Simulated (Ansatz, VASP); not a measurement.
## Eu in VASP and in Ansatz

INCAR

```
PREC = Accurate
ENCUT = 520
EDIFF = 1E-6
ISMEAR = -1
SIGMA = 0.05
LREAL = False
LASPH = True
NELM = 150
ALGO = Normal
ISIF = 2
LWAVE = False
LCHARG = False
ISPIN = 2
MAGMOM = 7
LORBIT = 11
LMAXMIX = 6
GGA = PE
NBANDS = 18
```

Contents of KPOINTS:

```
Automatic mesh
0
Gamma
  14 14 14
```

File POSCAR:

```
Eu
1.0
   -1.7413450207      1.7413450207      1.7413450207
    1.7413450207     -1.7413450207      1.7413450207
    1.7413450207      1.7413450207     -1.7413450207
Eu
1
Direct
    0.0000000000      0.0000000000      0.0000000000
```

Input for Ansatz:

```yaml
crystal:
  lattice:
    - [-1.7413450207, 1.7413450207, 1.7413450207]
    - [1.7413450207, -1.7413450207, 1.7413450207]
    - [1.7413450207, 1.7413450207, -1.7413450207]
  atoms:
    - { symbol: Eu, position: [0.0, 0.0, 0.0], spin: 7.0 }
magnetization:
  spin_polarized: true
kpoints:
  mp_grid: { grid: [14, 14, 14] }
scf:
  occupations: { method: fermi_dirac, width: 0.05 }
hamiltonian:
  xc: pbe
  pseudopotentials: { kind: all_electron, lapw: { basis_error: 0.001 } }
output:
  forces: true
  stress: true
  eigenvalues: true
  populations: true
```

Change from the starting cell: volume scaled by 0.5, LAPW.

Alike in both runs: task single point; functional PBE; k mesh 14 × 14 × 14; occupations fermi-dirac, width 0.05 eV; collinear spin.

|  | VASP | Ansatz |
| --- | --- | --- |
| version | VASP 6.6.1 | Ansatz 0.2.0 |
| potentials or method | VASP PAW PBE potentials, release 64 (Eu), cutoff 520 eV | all-electron LAPW, scalar-relativistic |

|  | VASP | Ansatz | Ansatz less VASP |
| --- | --- | --- | --- |
| pressure (GPa) | 31.2 | 31.2 | -0.02 |
| net moment per atom (μB) | 7.21 | 7.22 | +0.007 |
| size of the moment on the site where the two differ most (μB) | 6.70 | 6.98 | +0.287 |

Site moments also hang on the region over which each program counts them. Both programs put the cell under a high pressure, so it lies far from rest at this level. Ansatz ran all-electron here, and VASP with PAW potentials.

Spin-orbit coupling is off throughout.
